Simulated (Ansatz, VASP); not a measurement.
## One calculation of Re, two programs

INCAR

```
SYSTEM = Re
AGGAC    = 1.0          
AGGAX    = 1.0          
ALDAC    = 0.0          
ALDAX    = 1.0          
ALGO     = Normal         ! electronic algorithm
EDIFF    = 1E-7           ! SCF threshold, eV
ENCUT    = 520            ! plane-wave cutoff, eV
GGA      = B5             ! functional
ISIF     = 2              ! what is computed and relaxed
ISMEAR   = -1             ! smearing method
LASPH    = .True.         ! aspherical terms in the spheres
LCHARG   = .False.        ! write CHGCAR
LREAL    = .False.        ! projectors in reciprocal space
LWAVE    = .False.        ! write WAVECAR
NBANDS   = 14             ! bands
NELM     = 100            ! most SCF steps
PREC     = Accurate       ! precision mode
SIGMA    = 0.1            ! smearing width, eV
```

KPOINTS

```
k-points
0
Gamma
  21 21 12
  0 0 0
```

Contents of POSCAR:

```
Re
1.0
    2.9234585263      0.0000000000      0.0000000000
   -1.4617292632      2.5317893507      0.0000000000
    0.0000000000      0.0000000000      4.7001324423
Re
2
Direct
    0.3333333333      0.6666666667      0.2500000000
    0.6666666667      0.3333333333      0.7500000000
```

Input for Ansatz:

```yaml
crystal:
  lattice:
    - [2.9234585263, 0.0, 0.0]
    - [-1.4617292632, 2.5317893507, 0.0]
    - [0.0, 0.0, 4.7001324423]
  atoms:
    - { symbol: Re, position: [0.3333333333, 0.6666666667, 0.25] }
    - { symbol: Re, position: [0.6666666667, 0.3333333333, 0.75] }
hamiltonian:
  xc: blyp
  pseudopotentials:
    kind: paw
    azcp:
      Re: "pseudopotentials/Re.paw.azcp"
basis:
  ecutwfc: 420
  fft_grid_basis: typed
kpoints:
  mp_grid: { grid: [21, 21, 12], shift: [0, 0, 0] }
magnetization:
  spin_polarized: false
scf:
  occupations: { method: fermi_dirac, width: 0.1 }
output:
  stress: true
```

Alike in both runs: task single point; functional BLYP; k mesh 21 × 21 × 12; occupations fermi-dirac, width 0.1 eV; no spin polarisation.

|  | VASP | Ansatz |
| --- | --- | --- |
| version | VASP 6.6.1 | Ansatz 0.2.0 |
| potentials or method | VASP PAW PBE potentials, release 64 (Re), cutoff 520 eV | plane waves (420 eV) with PAW, scalar-relativistic |
| valence electrons in the cell | 14 | 30 |

Ansatz gave:

```
pressure (GPa)                                                : -28.1
traceless stress, the component that is largest in VASP (GPa) : -0.45
```

What did VASP give for the same quantities?

Pressure (GPa): -27.3; traceless stress, the component that is largest in VASP (GPa): -0.52.

VASP's potentials were made for PBE, not for BLYP. VASP's potentials hold 14 valence electrons a cell and Ansatz's 30, so a difference there can come from the potentials and not from the codes.

Spin-orbit coupling is off throughout.
